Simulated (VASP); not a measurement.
HfH3:

```
CELL_PARAMETERS angstrom
3.08455 0.00000 0.00000
0.00000 3.08455 0.00000
0.00000 0.00000 3.08455
ATOMIC_POSITIONS crystal
Hf 0.00000 0.00000 0.00000
H 0.00000 0.50000 0.50000
H 0.50000 0.00000 0.50000
H 0.50000 0.50000 0.00000
```

Base run:

| Item | Value |
| --- | --- |
| Program | VASP 6.6.1 |
| Functional | PBEsol |
| Potentials or basis | VASP PAW PBE potentials, release 64 (Hf_pv, H) |
| Cutoff | 520 eV |
| k mesh | 12 × 12 × 12 |
| Occupations | gaussian, width 0.05 eV |
| Spin | no spin polarisation |

Its results: pressure -4.5 GPa.

**Question.** The run is repeated on the same cell with these changes: functional from PBEsol to r2SCAN. What comes out?

**Answer.** Pressure -2.6 GPa.

Caveats: the PAW data sets were made with another functional, which shifts forces and pressure a little.
